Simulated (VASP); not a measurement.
# CaSe (rocksalt type) (Fm-3m) in VASP: notebook, part 2 of 2

VASP 6.6.1.

### Step 3. Single point, PBE

This run uses another cell than the first one, of 26.44 Å³/atom.

INCAR

```
PREC = Accurate
ENCUT = 520
EDIFF = 1E-6
ISMEAR = -1
SIGMA = 0.08
LREAL = False
LASPH = True
NELM = 80
ALGO = Normal
ISIF = 2
LWAVE = False
LCHARG = False
GGA = PE
NBANDS = 15
```

KPOINTS

```
Automatic mesh
0
Gamma
  12 12 12
```

POSCAR

```
CaSe
1.0
    0.0000000000      2.9789654395      2.9789654395
    2.9789654395      0.0000000000      2.9789654395
    2.9789654395      2.9789654395      0.0000000000
Ca Se
1 1
Direct
    0.0000000000      0.0000000000      0.0000000000
    0.5000000000      0.5000000000      0.5000000000
```

Potentials or basis: VASP PAW PBE potentials, release 64 (Ca_sv, Se).

Started as:

```sh
cat potpaw_PBE.64/Ca_sv/POTCAR potpaw_PBE.64/Se/POTCAR > POTCAR
mpirun -np 1 vasp_std > vasp.out
```

OUTCAR:

```text
PREC = Accurate
   ENCUT = 520
   EDIFF = 1E-6
   ISMEAR = -1
   LREAL = False
   LASPH = True
   NELM = 80
   ISIF = 2
   GGA = PE

 ion  position               nearest neighbor table
   1  0.000  0.000  0.000-   2 2.98   2 2.98   2 2.98   2 2.98   2 2.98   2 2.98
   2  0.500  0.500  0.500-   1 2.98   1 2.98   1 2.98   1 2.98   1 2.98   1 2.98

  LATTYP: Found a face centered cubic cell.
 ALAT       =     5.9579308790

  Lattice vectors:

 A1 = (   0.0000000000,   2.9789654395,   2.9789654395)
 A2 = (   2.9789654395,   0.0000000000,   2.9789654395)
 A3 = (   2.9789654395,   2.9789654395,   0.0000000000)

Analysis of symmetry for initial positions (statically):
=====================================================================
 Subroutine PRICEL returns:
 Original cell was already a primitive cell.

 Routine SETGRP: Setting up the symmetry group for a
 face centered cubic supercell.

 Subroutine GETGRP returns: Found 48 space group operations
 (whereof 48 operations were pure point group operations)
 out of a pool of 48 trial point group operations.

The static configuration has the point symmetry O_h .

Analysis of symmetry for dynamics (positions and initial velocities):
=====================================================================
 Subroutine PRICEL returns:
 Original cell was already a primitive cell.

 Routine SETGRP: Setting up the symmetry group for a
 face centered cubic supercell.

 Subroutine GETGRP returns: Found 48 space group operations
 (whereof 48 operations were pure point group operations)
 out of a pool of 48 trial point group operations.

The dynamic configuration has the point symmetry O_h .

 Subroutine INISYM returns: Found 48 space group operations
 (whereof 48 operations are pure point group operations),
 and found     1 'primitive' translations

----------------------------------------------------------------------------------------

                                     Primitive cell

  volume of cell :      52.8721

  direct lattice vectors                    reciprocal lattice vectors
     0.000000000  2.978965440  2.978965440    -0.167843505  0.167843505  0.167843505
     2.978965440  0.000000000  2.978965440     0.167843505 -0.167843505  0.167843505
     2.978965440  2.978965440  0.000000000     0.167843505  0.167843505 -0.167843505

  length of vectors
     4.212893326  4.212893326  4.212893326     0.290713478  0.290713478  0.290713478

  position of ions in fractional coordinates (direct lattice)
     0.000000000  0.000000000  0.000000000
     0.500000000  0.500000000  0.500000000

  ion indices of the primitive-cell ions
   primitive index   ion index
                 1           1
                 2           2

----------------------------------------------------------------------------------------

 KPOINTS: Automatic mesh

Automatic generation of k-mesh.
 Grid dimensions read from file:
 generate k-points for:   12   12   12

 Generating k-lattice:

  Cartesian coordinates                     Fractional coordinates (reciprocal lattice)
    -0.013986959  0.013986959  0.013986959     0.083333333  0.000000000  0.000000000
     0.013986959 -0.013986959  0.013986959     0.000000000  0.083333333  0.000000000
     0.013986959  0.013986959 -0.013986959     0.000000000  0.000000000  0.083333333

  Length of vectors
     0.024226123  0.024226123  0.024226123

  Shift w.r.t. Gamma in fractional coordinates (k-lattice)
     0.000000000  0.000000000  0.000000000

 Subroutine IBZKPT returns following result:
 ===========================================

 Found     72 irreducible k-points:

 Following reciprocal coordinates:
            Coordinates               Weight
  0.000000  0.000000  0.000000      1.000000
  0.083333  0.000000  0.000000      8.000000
  0.166667  0.000000  0.000000      8.000000
  0.250000  0.000000  0.000000      8.000000
  0.333333  0.000000  0.000000      8.000000
  0.416667  0.000000  0.000000      8.000000
[... 16 lines left out ...]
  0.500000  0.166667  0.000000     24.000000
 -0.416667  0.166667  0.000000     24.000000
 [... further k-points ...]
   k-points           NKPTS =     72   k-points in BZ     NKDIM =     72   number of bands    NBANDS=     15
   number of dos      NEDOS =    301   number of ions     NIONS =      2
   total plane-waves  NPLWV =  32768
   dimension x,y,z NGX =    32 NGY =   32 NGZ =   32
   dimension x,y,z NGXF=    64 NGYF=   64 NGZF=   64
   ions per type =               1   1
   NGX,Y,Z   is equivalent  to a cutoff of  12.63, 12.63, 12.63 a.u.
   NGXF,Y,Z  is equivalent  to a cutoff of  25.26, 25.26, 25.26 a.u.
 SYSTEM =  unknown system
   PREC   = accura    normal or accurate (medium, high low for compatibility)
   ISTART =      0    job   : 0-new  1-cont  2-samecut
   ICHARG =      2    charge: 1-file 2-atom 10-const
   ISPIN  =      1    spin polarized calculation?
   LNONCOLLINEAR =      F non collinear calculations
   LSORBIT =      F    spin-orbit coupling
   LASPH  =      T    aspherical Exc in radial PAW
   ENCUT  =  520.0 eV  38.22 Ry    6.18 a.u.   7.83  7.83  7.83*2*pi/ulx,y,z
   NELM   =     80;   NELMIN=  2; NELMDL= -5     # of ELM steps
   EDIFF  = 0.1E-05   stopping-criterion for ELM
   LREAL  =      F    real-space projection
   EDIFFG = 0.1E-04   stopping-criterion for IOM
   NSW    =      0    number of steps for IOM
   IBRION =     -1    ionic relax: 0-MD 1-quasi-New 2-CG
   NFREE  =      0    steps in history (QN), initial steepest desc. (CG)
   ISIF   =      2    stress and relaxation
   ISYM   =      2    0-nonsym 1-usesym 2-fastsym
   POTIM  = 0.5000    time-step for ionic-motion
   TEBEG  =    0.0;   TEEND  =   0.0 temperature during run
   PSTRESS=    0.0 pullay stress
   NELECT =      16.0000    total number of electrons
   NUPDOWN=      -1.0000    fix difference up-down
   EMIN   =  10.00;   EMAX   =-10.00  energy-range for DOS
   EFERMI =   0.00;   METHOD = LEGACY
   ISMEAR =    -1;   SIGMA  =   0.08  broadening in eV -4-tet -1-fermi 0-gaus
   EFERMI_NEDOS =   21; number of points for ismear=-14 and -15
   IALGO  =     38    algorithm
   IMIX   =      4    mixing-type and parameters
     AMIX     =   0.40;   BMIX     =  1.00
     AMIX_MAG =   1.60;   BMIX_MAG =  1.00
  volume/ion in A,a.u.               =      26.44       178.40
  Fermi-wavevector in a.u.,A,eV,Ry     =   1.099105  2.077008 16.436284  1.208033
  Thomas-Fermi vector in A             =   2.235494
   LORBIT       =      0    0 simple, 1 ext, 2 COOP (PROOUT), +10 PAW based schemes
   GGA     = PE    functional components
   LHFCALC =     F    Hartree Fock is set to
   AEXX    =    0.0000 exact exchange contribution
   IVDW    =     0    specifies the selected vdW correction
   LEPSILON=     F    determine dielectric tensor
   LRPA    =     F    only Hartree local field effects (RPA)
 non-spin polarized calculation
  energy-cutoff  :      520.00
  volume of cell :       52.87
 maximum number of plane-waves:      1435
   NGX = 15   NGY = 15   NGZ = 15

 number of electron      15.9999996 magnetization

 Free energy of the ion-electron system (eV)
  ---------------------------------------------------
  ext. energy  EPLUGINS =         0.00000000
  ---------------------------------------------------
  free energy    TOTEN  =        -9.48589255 eV

  energy without entropy =       -9.48589248  energy(sigma->0) =       -9.48589252

 E-fermi :   3.3568     XC(G=0):  -9.0646

 val. band max:        2.2991204606   @ k =   0.0000   0.0000   0.0000
 cond. band min:       4.3730048447   @ k =   0.5000   0.5000   0.0000
 fundamental gap:      2.0738843841
 Fermi energy:         3.3568374554

 k-point     1 :       0.0000    0.0000    0.0000
  band No.  band energies     occupation
      1     -37.5163      2.00000
      2     -18.5063      2.00000
      3     -18.5063      2.00000
      4     -18.5063      2.00000
      5      -9.4259      2.00000
      6       2.2991      2.00000
      7       2.2991      2.00000
      8       2.2991      2.00000
      9       5.5261      0.00000
     10       6.0115      0.00000
     11       6.0115      0.00000
     12       6.0115      0.00000
     13       6.5593      0.00000
     14       6.5593      0.00000
     15      11.9827      0.00000
[... 397 lines left out ...]
 k-point    24 :      -0.4167    0.1667    0.0000
  band No.  band energies     occupation
      1     -37.5097      2.00000
      2     -18.5968      2.00000
      3     -18.5296      2.00000
      4     -18.5168      2.00000
      5      -8.7779      2.00000
      6      -0.6252      2.00000
      7       0.8464      2.00000
      8       1.1472      2.00000
      9       6.8092      0.00000
     10       7.3498      0.00000
     11       7.6480      0.00000
     12       8.2391      0.00000
     13       8.8698      0.00000
     14       9.2745      0.00000
     15      10.8057      0.00000

 [... further k-points ...]
[... 5 lines left out ...]
  --------------------------------------------------------------------------------------
  -------------------------------------------------------------------------------------
  Total        0.0545349      0.0545349      0.0545349     -0.0000000      0.0000000      0.0000000
  in kB        1.6525661      1.6525661      1.6525661     -0.0000000      0.0000000      0.0000000
  external PRESSURE =       1.6525661 kB  Pullay stress =       0.0000000 kB

 VOLUME and BASIS-vectors are now :
 -----------------------------------------------------------------------------
  energy-cutoff  :      520.00
  volume of cell :       52.87
      direct lattice vectors                 reciprocal lattice vectors
     0.000000000  2.978965440  2.978965440    -0.167843505  0.167843505  0.167843505
     2.978965440  0.000000000  2.978965440     0.167843505 -0.167843505  0.167843505
     2.978965440  2.978965440  0.000000000     0.167843505  0.167843505 -0.167843505

 POSITION                                       TOTAL-FORCE (eV/Angst)
 -----------------------------------------------------------------------------------
      0.00000      0.00000      0.00000        -0.000000     -0.000000     -0.000000
      2.97897      2.97897      2.97897         0.000000      0.000000      0.000000
 -----------------------------------------------------------------------------------
    total drift:                                0.000000     -0.000000     -0.000000

  FREE ENERGIE OF THE ION-ELECTRON SYSTEM (eV)
  ---------------------------------------------------
  free  energy   TOTEN  =        -9.4858925492 eV

  energy  without entropy=       -9.4858924833  energy(sigma->0) =       -9.48589252
```

stdout:

```text
POSCAR found type information on POSCAR CaSe
 POSCAR found :  2 types and       2 ions
 scaLAPACK will be used
 LDA part: xc-table for (Slater+PW92), standard interpolation
 POSCAR, INCAR and KPOINTS ok, starting setup
 FFT: planning ... GRIDC
 FFT: planning ... GRID_SOFT
 FFT: planning ... GRID
 WAVECAR not read
 entering main loop
```

Run time: 16 s. Hardware: 1 thread of Intel Xeon 6975P-C (Granite Rapids), shared host; peak memory 0.21 GiB.

Results:

| Quantity | Value |
| --- | --- |
| Free energy | -9.4859 eV |
| Pressure | 0.2 GPa |
| Band gap on the k mesh | 2.07 eV (least direct gap 2.99 eV) |

### Step 4. Relaxation of cell and atoms, PBE

This run uses another cell than the first one, of 23.37 Å³/atom.

INCAR

```
PREC = Accurate ; ENCUT = 600
EDIFF = 1E-7 ; ISMEAR = -1
SIGMA = 0.08 ; LREAL = F
LASPH = T ; NELM = 80
ALGO = Normal ; ISIF = 3
LWAVE = F ; LCHARG = F
GGA = PE ; IBRION = 2
NSW = 60 ; EDIFFG = -0.005
```

KPOINTS is that of step 3.

POSCAR

```
CaSe
1.0
    0.0000000000      2.8589414393      2.8589414393
    2.8589414393      0.0000000000      2.8589414393
    2.8589414393      2.8589414393      0.0000000000
Ca Se
1 1
Direct
    0.0000000000      0.0000000000      0.0000000000
    0.5000000000      0.5000000000      0.5000000000
```

Potentials or basis: VASP PAW PBE potentials, release 64 (Ca_sv, Se).

Started as:

```sh
cat potpaw_PBE.64/Ca_sv/POTCAR potpaw_PBE.64/Se/POTCAR > POTCAR
mpirun -np 1 vasp_std > vasp.out
```

OUTCAR:

```text
PREC = Accurate
   ENCUT = 600
   EDIFF = 1E-7
   ISMEAR = -1
   LREAL = F
   LASPH = T
   NELM = 80
   ISIF = 3
   GGA = PE
   IBRION = 2
   NSW = 60
   EDIFFG = -0.005

 ion  position               nearest neighbor table
   1  0.000  0.000  0.000-   2 2.86   2 2.86   2 2.86   2 2.86   2 2.86   2 2.86
   2  0.500  0.500  0.500-   1 2.86   1 2.86   1 2.86   1 2.86   1 2.86   1 2.86

  LATTYP: Found a face centered cubic cell.
 ALAT       =     5.7178828786

  Lattice vectors:

 A1 = (   0.0000000000,   2.8589414393,   2.8589414393)
 A2 = (   2.8589414393,   0.0000000000,   2.8589414393)
 A3 = (   2.8589414393,   2.8589414393,   0.0000000000)

Analysis of symmetry for initial positions (statically):
=====================================================================
 Subroutine PRICEL returns:
 Original cell was already a primitive cell.

 Routine SETGRP: Setting up the symmetry group for a
 face centered cubic supercell.

 Subroutine GETGRP returns: Found 48 space group operations
 (whereof 48 operations were pure point group operations)
 out of a pool of 48 trial point group operations.

The static configuration has the point symmetry O_h .

Analysis of symmetry for dynamics (positions and initial velocities):
=====================================================================
 Subroutine PRICEL returns:
 Original cell was already a primitive cell.

 Routine SETGRP: Setting up the symmetry group for a
 face centered cubic supercell.

 Subroutine GETGRP returns: Found 48 space group operations
 (whereof 48 operations were pure point group operations)
 out of a pool of 48 trial point group operations.

The dynamic configuration has the point symmetry O_h .

 Subroutine INISYM returns: Found 48 space group operations
 (whereof 48 operations are pure point group operations),
 and found     1 'primitive' translations

----------------------------------------------------------------------------------------

                                     Primitive cell

  volume of cell :      46.7354

  direct lattice vectors                    reciprocal lattice vectors
[... 98 lines left out ...]
   NELECT =      16.0000    total number of electrons
   NUPDOWN=      -1.0000    fix difference up-down
   EMIN   =  10.00;   EMAX   =-10.00  energy-range for DOS
   EFERMI =   0.00;   METHOD = LEGACY
   ISMEAR =    -1;   SIGMA  =   0.08  broadening in eV -4-tet -1-fermi 0-gaus
   EFERMI_NEDOS =   21; number of points for ismear=-14 and -15
   IALGO  =     38    algorithm
   IMIX   =      4    mixing-type and parameters
     AMIX     =   0.40;   BMIX     =  1.00
     AMIX_MAG =   1.60;   BMIX_MAG =  1.00
  volume/ion in A,a.u.               =      23.37       157.69
  Fermi-wavevector in a.u.,A,eV,Ry     =   1.145248  2.164205 17.845308  1.311593
  Thomas-Fermi vector in A             =   2.281937
   LORBIT       =      0    0 simple, 1 ext, 2 COOP (PROOUT), +10 PAW based schemes
   GGA     = PE    functional components
   LHFCALC =     F    Hartree Fock is set to
   AEXX    =    0.0000 exact exchange contribution
   IVDW    =     0    specifies the selected vdW correction
   LEPSILON=     F    determine dielectric tensor
   LRPA    =     F    only Hartree local field effects (RPA)
 conjugate gradient relaxation of ions
 non-spin polarized calculation
  energy-cutoff  :      600.00
  volume of cell :       46.74
 maximum number of plane-waves:      1588
   NGX = 17   NGY = 17   NGZ = 17

--------------------------------------- Ionic step        1  -------------------------------------------

 number of electron      15.9999999 magnetization

 Free energy of the ion-electron system (eV)
  ---------------------------------------------------
  ext. energy  EPLUGINS =         0.00000000
  ---------------------------------------------------
  free energy    TOTEN  =        -9.34578879 eV

  energy without entropy =       -9.34578845  energy(sigma->0) =       -9.34578862

 E-fermi :   4.0816     XC(G=0):  -9.5944

 val. band max:        3.1961955393   @ k =   0.0000   0.0000   0.0000
 cond. band min:       4.9385899210   @ k =   0.5000   0.5000   0.0000
 fundamental gap:      1.7423943817
 Fermi energy:         4.0816012039

 k-point     1 :       0.0000    0.0000    0.0000
  band No.  band energies     occupation
      1     -36.2638      2.00000
      2     -17.2774      2.00000
      3     -17.2774      2.00000
      4     -17.2774      2.00000
      5      -8.9859      2.00000
      6       3.1962      1.99997
      7       3.1962      1.99997
      8       3.1962      1.99997
      9       6.8358      0.00000
     10       6.8358      0.00000
     11       6.8358      0.00000
     12       7.1208      0.00000
[... 488 lines left out ...]
--------------------------------------- Ionic step        5  -------------------------------------------

 number of electron      15.9999996 magnetization

 Free energy of the ion-electron system (eV)
  ---------------------------------------------------
  ext. energy  EPLUGINS =         0.00000000
  ---------------------------------------------------
  free energy    TOTEN  =        -9.48554834 eV

  energy without entropy =       -9.48554828  energy(sigma->0) =       -9.48554831

 E-fermi :   3.3379     XC(G=0):  -9.0502

 val. band max:        2.2759016783   @ k =   0.0000   0.0000   0.0000
 cond. band min:       4.3576193285   @ k =   0.5000   0.5000   0.0000
 fundamental gap:      2.0817176502
 Fermi energy:         3.3379041334

 k-point     1 :       0.0000    0.0000    0.0000
  band No.  band energies     occupation
      1     -37.5500      2.00000
      2     -18.5395      2.00000
      3     -18.5395      2.00000
      4     -18.5395      2.00000
      5      -9.4376      2.00000
      6       2.2759      2.00000
      7       2.2759      2.00000
      8       2.2759      2.00000
      9       5.4852      0.00000
     10       5.9891      0.00000
     11       5.9891      0.00000
     12       5.9891      0.00000
[... 374 lines left out ...]
  FREE ENERGIE OF THE ION-ELECTRON SYSTEM (eV)
  ---------------------------------------------------
  free  energy   TOTEN  =        -9.4855483402 eV

  energy  without entropy=       -9.4855482767  energy(sigma->0) =       -9.48554831

 reached required accuracy - stopping structural energy minimisation
```

It took 58 s on 1 thread of Intel Xeon 6975P-C (Granite Rapids), shared host; peak memory 0.23 GiB.

What came out:

```
Free energy                           : -9.4855 eV
Relaxed volume                        : 26.53 Å³/atom
Relaxed cell                          : a = 4.218 Å, b = 4.218 Å, c = 4.218 Å, α = 60.00°, β = 60.00°, γ = 60.00°
Space group after relaxing (to 0.1 Å) : Fm-3m (No. 225)
Energy gained by relaxing             : 69.9 meV/atom
Ionic steps                           : 5
Pressure after relaxing               : 0.0 GPa
Band gap on the k mesh                : 2.08 eV (least direct gap 2.99 eV)
```

Step by step:
```tsv
step	energy change (eV)	largest force (eV/Å)	pressure (GPa)	volume (Å³)
1	0.0000	0.0000	7.89	46.74
2	-0.1303	0.0000	-1.56	54.95
3	-0.1398	0.0000	0.04	53.02
4	-0.1397	0.0000	-0.08	53.15
5	-0.1398	0.0000	0.01	53.05
```

Final structure:
```xyz
2
Lattice="0.0000 2.9824 2.9824 2.9824 0.0000 2.9824 2.9824 2.9824 0.0000" Properties=species:S:1:pos:R:3 pbc="T T T"
Ca    2.9824    0.0000    2.9824
Se    2.9824    2.9824    2.9824
```

### Step 5. The runs side by side

| task | cell | cutoff (eV) | gap on the mesh (eV) | pressure (GPa) |
| --- | --- | --- | --- | --- |
| single point | a = 4.141 Å, angles 60.0°, 2 atoms | 520 | 1.95 | 2.9 |
| single point | a = 4.213 Å, angles 60.0°, 2 atoms | 520 | 2.07 | 0.2 |
| relaxation of cell and atoms | relaxed from a = 4.043 Å, angles 60.0°, 2 atoms | 600 | 2.08 | 0.0 |

Alike in all rows: level PBE; potentials or basis VASP PAW PBE potentials, release 64 (Ca_sv, Se); no spin polarisation; k mesh 12 × 12 × 12; smearing fermi-dirac 0.08 eV.

Total energies depend on the potentials used, so only differences within one code and one set of settings carry meaning.
